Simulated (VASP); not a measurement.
# SiGe (P6_3mc) in VASP: notebook

The runs below take SiGe through single point, with r2SCAN.

Everything below comes from runs of VASP 6.6.1. Logs are shortened: lines on timing, memory, paths and dates and some standing lists are left out, and cuts for length are marked.

### 1 The cell of the first run

Symmetry: P6_3mc, No. 186, hexagonal system. The conventional cell has a = 3.807 Å, b = 3.807 Å, c = 6.773 Å, α = 90.00°, β = 90.00°, γ = 120.00°. Si (site symmetry 3m) has 4 Ge at 2.36 to 2.53 Å within 3.1 Å. Ge (site symmetry 3m) has 4 Si at 2.36 to 2.53 Å within 3.1 Å.

### 2 Single point, r2SCAN (strain -0.025 along x and y, +0.050 along z)

Contents of POSCAR:

```
SiGe
1.0
    3.8068400161      0.0000000000      0.0000000000
   -1.9034200081      3.2968201621      0.0000000000
    0.0000000000      0.0000000000      6.7733221500
Si Ge
2 2
Direct
    0.6666666667      0.3333333333      0.8746070000
    0.3333333333      0.6666666667      0.3746070000
    0.6666666667      0.3333333333      0.5003920000
    0.3333333333      0.6666666667      0.0003920000
```

Contents of INCAR.step1:

```
  PREC = Accurate
  ENCUT = 520
  ISMEAR = 0
  SIGMA = 0.05
  LREAL = F
  LASPH = T
  NELM = 100
  NBANDS = 26
  GGA = PE
  ALGO = Normal
  EDIFF = 1E-4
  LWAVE = T
  LCHARG = F
```

Contents of INCAR.step2:

```
  PREC = Accurate
  ENCUT = 520
  EDIFF = 1E-6
  ISMEAR = 0
  SIGMA = 0.05
  LREAL = F
  LASPH = T
  NELM = 100
  ALGO = Normal
  ISIF = 2
  LWAVE = F
  LCHARG = F
  METAGGA = R2SCAN
  LMIXTAU = T
  NBANDS = 26
  ISTART = 1
```

Contents of KPOINTS:

```
Automatic mesh
0
Gamma
  12 12 4
```

Potentials or basis: VASP PAW PBE potentials, release 64 (Si, Ge_d).

Started as:

```bash
$ cat potpaw_PBE.64/Si/POTCAR potpaw_PBE.64/Ge_d/POTCAR > POTCAR
$ cp INCAR.step1 INCAR
$ mpirun -np 1 vasp_std > vasp.out
$ cp INCAR.step2 INCAR
$ mpirun -np 1 vasp_std > vasp.out
```

OUTCAR:

```text
PREC = Accurate
   ENCUT = 520
   EDIFF = 1E-6
   ISMEAR = 0
   LREAL = F
   LASPH = T
   NELM = 100
   ISIF = 2
   METAGGA = R2SCAN
   ISTART = 1

 ion  position               nearest neighbor table
   1  0.667  0.333  0.875-   4 2.36   4 2.36   4 2.36   3 2.53
   2  0.333  0.667  0.375-   3 2.36   3 2.36   3 2.36   4 2.53
   3  0.667  0.333  0.500-   2 2.36   2 2.36   2 2.36   1 2.53
   4  0.333  0.667  0.000-   1 2.36   1 2.36   1 2.36   2 2.53

  LATTYP: Found a hexagonal cell.
 ALAT       =     3.8068400161
 C/A-ratio  =     1.7792505389

  Lattice vectors:

 A1 = (   3.8068400161,   0.0000000000,   0.0000000000)
 A2 = (  -1.9034200081,   3.2968201621,   0.0000000000)
 A3 = (   0.0000000000,   0.0000000000,   6.7733221500)

Analysis of symmetry for initial positions (statically):
=====================================================================
 Subroutine PRICEL returns:
 Original cell was already a primitive cell.

 Routine SETGRP: Setting up the symmetry group for a
 hexagonal supercell.

 Subroutine GETGRP returns: Found 12 space group operations
 (whereof  6 operations were pure point group operations)
 out of a pool of 24 trial point group operations.

The static configuration has the point symmetry C_3v.
 The point group associated with its full space group is C_6v.

Analysis of symmetry for dynamics (positions and initial velocities):
=====================================================================
 Subroutine PRICEL returns:
 Original cell was already a primitive cell.

 Routine SETGRP: Setting up the symmetry group for a
 hexagonal supercell.

 Subroutine GETGRP returns: Found 12 space group operations
 (whereof  6 operations were pure point group operations)
 out of a pool of 24 trial point group operations.

The dynamic configuration has the point symmetry C_3v.
 The point group associated with its full space group is C_6v.

 Subroutine INISYM returns: Found 12 space group operations
 (whereof  6 operations are pure point group operations),
 and found     1 'primitive' translations

----------------------------------------------------------------------------------------

                                     Primitive cell

  volume of cell :      85.0084

  direct lattice vectors                    reciprocal lattice vectors
     3.806840016  0.000000000  0.000000000     0.262685061  0.151661290  0.000000000
    -1.903420008  3.296820162  0.000000000     0.000000000  0.303322581  0.000000000
     0.000000000  0.000000000  6.773322150     0.000000000  0.000000000  0.147638039

  length of vectors
     3.806840016  3.806840016  6.773322150     0.303322581  0.303322581  0.147638039

  position of ions in fractional coordinates (direct lattice)
     0.666666667  0.333333333  0.874607000
     0.333333333  0.666666667  0.374607000
     0.666666667  0.333333333  0.500392000
     0.333333333  0.666666667  0.000392000

  ion indices of the primitive-cell ions
   primitive index   ion index
                 1           1
                 2           2
                 3           3
                 4           4

----------------------------------------------------------------------------------------

 KPOINTS: Automatic mesh

Automatic generation of k-mesh.
 Grid dimensions read from file:
 generate k-points for:   12   12    4

 Generating k-lattice:

  Cartesian coordinates                     Fractional coordinates (reciprocal lattice)
     0.021890422  0.012638441  0.000000000     0.083333333  0.000000000  0.000000000
     0.000000000  0.025276882  0.000000000     0.000000000  0.083333333  0.000000000
     0.000000000  0.000000000  0.036909510     0.000000000  0.000000000  0.250000000

  Length of vectors
     0.025276882  0.025276882  0.036909510

  Shift w.r.t. Gamma in fractional coordinates (k-lattice)
     0.000000000  0.000000000  0.000000000

 Subroutine IBZKPT returns following result:
 ===========================================

 Found     57 irreducible k-points:

 Following reciprocal coordinates:
            Coordinates               Weight
  0.000000  0.000000  0.000000      1.000000
  0.083333 -0.000000  0.000000      6.000000
  0.166667  0.000000  0.000000      6.000000
  0.250000 -0.000000  0.000000      6.000000
  0.333333  0.000000  0.000000      6.000000
  0.416667 -0.000000  0.000000      6.000000
[... 16 lines left out ...]
  0.250000 -0.000000  0.250000     12.000000
  0.333333  0.000000  0.250000     12.000000
 [... further k-points ...]
   k-points           NKPTS =     57   k-points in BZ     NKDIM =     57   number of bands    NBANDS=     26
   number of dos      NEDOS =    301   number of ions     NIONS =      4
   total plane-waves  NPLWV =  39200
   dimension x,y,z NGX =    28 NGY =   28 NGZ =   50
   dimension x,y,z NGXF=    56 NGYF=   56 NGZF=  100
   ions per type =               2   2
   NGX,Y,Z   is equivalent  to a cutoff of  12.23, 12.23, 12.27 a.u.
   NGXF,Y,Z  is equivalent  to a cutoff of  24.46, 24.46, 24.54 a.u.
 SYSTEM =  unknown system
   PREC   = accura    normal or accurate (medium, high low for compatibility)
   ISTART =      1    job   : 0-new  1-cont  2-samecut
   ICHARG =      0    charge: 1-file 2-atom 10-const
   ISPIN  =      1    spin polarized calculation?
   LNONCOLLINEAR =      F non collinear calculations
   LSORBIT =      F    spin-orbit coupling
   LASPH  =      T    aspherical Exc in radial PAW
   ENCUT  =  520.0 eV  38.22 Ry    6.18 a.u.   7.08  7.08 12.59*2*pi/ulx,y,z
   NELM   =    100;   NELMIN=  2; NELMDL=  0     # of ELM steps
   EDIFF  = 0.1E-05   stopping-criterion for ELM
   LREAL  =      F    real-space projection
   EDIFFG = 0.1E-04   stopping-criterion for IOM
   NSW    =      0    number of steps for IOM
   IBRION =     -1    ionic relax: 0-MD 1-quasi-New 2-CG
   NFREE  =      0    steps in history (QN), initial steepest desc. (CG)
   ISIF   =      2    stress and relaxation
   ISYM   =      2    0-nonsym 1-usesym 2-fastsym
   POTIM  = 0.5000    time-step for ionic-motion
   TEBEG  =    0.0;   TEEND  =   0.0 temperature during run
   PSTRESS=    0.0 pullay stress
   NELECT =      36.0000    total number of electrons
   NUPDOWN=      -1.0000    fix difference up-down
   EMIN   =  10.00;   EMAX   =-10.00  energy-range for DOS
   EFERMI =   0.00;   METHOD = LEGACY
   ISMEAR =     0;   SIGMA  =   0.05  broadening in eV -4-tet -1-fermi 0-gaus
   EFERMI_NEDOS =   21; number of points for ismear=-14 and -15
   IALGO  =     38    algorithm
   IMIX   =      4    mixing-type and parameters
     AMIX     =   0.40;   BMIX     =  1.00
     AMIX_MAG =   1.60;   BMIX_MAG =  1.00
  volume/ion in A,a.u.               =      21.25       143.42
  Fermi-wavevector in a.u.,A,eV,Ry     =   1.229387  2.323204 20.563727  1.511391
  Thomas-Fermi vector in A             =   2.364276
   LORBIT       =      0    0 simple, 1 ext, 2 COOP (PROOUT), +10 PAW based schemes
   METAGGA = R2SCAN    functional components
   LHFCALC =     F    Hartree Fock is set to
   AEXX    =    0.0000 exact exchange contribution
   IVDW    =     0    specifies the selected vdW correction
   LEPSILON=     F    determine dielectric tensor
   LRPA    =     F    only Hartree local field effects (RPA)
 non-spin polarized calculation
 Gauss-broadening in eV      SIGMA  =   0.05
  energy-cutoff  :      520.00
  volume of cell :       85.01
 maximum number of plane-waves:      2307
   NGX = 15   NGY = 15   NGZ = 25

 number of electron      35.9999994 magnetization

 Free energy of the ion-electron system (eV)
  ---------------------------------------------------
  ext. energy  EPLUGINS =         0.00000000
  ---------------------------------------------------
  free energy    TOTEN  =       -44.97636364 eV

  energy without entropy =      -44.97636364  energy(sigma->0) =      -44.97636364

 E-fermi :   5.7690     XC(G=0): -10.3867

 val. band max:        5.5228191091   @ k =   0.0000   0.0000   0.0000
 cond. band min:       6.2211453481   @ k =   0.3333   0.0000   0.2500
 fundamental gap:      0.6983262390
 Fermi energy:         5.7690408397

 k-point     1 :       0.0000    0.0000    0.0000
  band No.  band energies     occupation
      1     -19.7383      2.00000
      2     -19.7377      2.00000
      3     -19.7377      2.00000
      4     -19.7370      2.00000
      5     -19.7349      2.00000
      6     -19.7349      2.00000
[... 18 lines left out ...]
     25      10.0735      0.00000
     26      12.8843      0.00000

 k-point     2 :       0.0833   -0.0000    0.0000
  band No.  band energies     occupation
      1     -19.7381      2.00000
      2     -19.7379      2.00000
      3     -19.7375      2.00000
      4     -19.7373      2.00000
      5     -19.7343      2.00000
      6     -19.7340      2.00000
[... 18 lines left out ...]
     25      10.4291      0.00000
     26      12.1496      0.00000

 k-point     3 :       0.1667    0.0000    0.0000
  band No.  band energies     occupation
      1     -19.7396      2.00000
      2     -19.7387      2.00000
      3     -19.7362      2.00000
      4     -19.7360      2.00000
      5     -19.7329      2.00000
      6     -19.7321      2.00000
[... 18 lines left out ...]
     25      11.3456      0.00000
     26      11.4783      0.00000

 k-point     4 :       0.2500   -0.0000    0.0000
  band No.  band energies     occupation
      1     -19.7414      2.00000
      2     -19.7399      2.00000
      3     -19.7349      2.00000
      4     -19.7339      2.00000
      5     -19.7312      2.00000
      6     -19.7298      2.00000
[... 18 lines left out ...]
     25      12.5646      0.00000
     26      12.5785      0.00000
[... 496 lines left out ...]
      1     -19.7396      2.00000
      2     -19.7391      2.00000
      3     -19.7357      2.00000
      4     -19.7351      2.00000
      5     -19.7334      2.00000
      6     -19.7325      2.00000
[... 18 lines left out ...]
     25      11.1122      0.00000
     26      11.8897      0.00000

 k-point    23 :       0.2500   -0.0000    0.2500
  band No.  band energies     occupation
      1     -19.7414      2.00000
      2     -19.7404      2.00000
      3     -19.7344      2.00000
      4     -19.7330      2.00000
      5     -19.7317      2.00000
      6     -19.7302      2.00000
[... 18 lines left out ...]
     25      12.1069      0.00000
     26      12.4381      0.00000

 k-point    24 :       0.3333    0.0000    0.2500
  band No.  band energies     occupation
      1     -19.7430      2.00000
      2     -19.7418      2.00000
      3     -19.7332      2.00000
      4     -19.7310      2.00000
      5     -19.7302      2.00000
      6     -19.7282      2.00000
[... 18 lines left out ...]
     25      13.1330      0.00000
     26      13.8257      0.00000

 [... further k-points ...]

------------------------ aborting loop because EDIFF is reached ----------------------------------------

  FORCE on cell =-STRESS in cart. coord.  units (eV):
  Direction    XX          YY          ZZ          XY          YZ          ZX
  --------------------------------------------------------------------------------------
  -------------------------------------------------------------------------------------
  Total        3.0498923      3.0498923     -4.7734839     -0.0000000      0.0000000      0.0000000
  in kB       57.4822119     57.4822119    -89.9672475     -0.0000000      0.0000000      0.0000000
  external PRESSURE =       8.3323921 kB  Pullay stress =       0.0000000 kB

 VOLUME and BASIS-vectors are now :
 -----------------------------------------------------------------------------
  energy-cutoff  :      520.00
  volume of cell :       85.01
      direct lattice vectors                 reciprocal lattice vectors
     3.806840016  0.000000000  0.000000000     0.262685061  0.151661290  0.000000000
    -1.903420008  3.296820162  0.000000000     0.000000000  0.303322581  0.000000000
     0.000000000  0.000000000  6.773322150     0.000000000  0.000000000  0.147638039

 POSITION                                       TOTAL-FORCE (eV/Angst)
 -----------------------------------------------------------------------------------
      1.90342      1.09894      5.92399         0.000000     -0.000000     -0.574680
     -0.00000      2.19788      2.53733        -0.000000      0.000000     -0.574680
      1.90342      1.09894      3.38932        -0.000000      0.000000      0.574680
     -0.00000      2.19788      0.00266         0.000000      0.000000      0.574680
 -----------------------------------------------------------------------------------
    total drift:                               -0.000000     -0.000001      0.011171

  FREE ENERGIE OF THE ION-ELECTRON SYSTEM (eV)
  ---------------------------------------------------
  free  energy   TOTEN  =       -44.9763636388 eV

  energy  without entropy=      -44.9763636388  energy(sigma->0) =      -44.97636364
```

Run time: 4.7 min. Hardware: 1 thread of Intel Xeon 6975P-C, shared host; peak memory 0.27 GiB.

Results:

* Free energy: -44.9764 eV
* Pressure: 0.8 GPa
* Largest force: 0.575 eV/Å
* Band gap on the k mesh: 0.70 eV, indirect (least direct gap 0.77 eV)

Forces in eV/Å, atoms in the order of the input:
```
Si   0.000  0.000 -0.575
Si   0.000  0.000 -0.575
Ge   0.000  0.000  0.575
Ge   0.000  0.000  0.575
```

Caveat: the cell differs from its parent crystal (strain -0.025 along x and y, +0.050 along z); the PAW data sets were made with another functional, which shifts forces and pressure a little. A k mesh can miss the band edges.

(Part 1 of 2 ends here.)
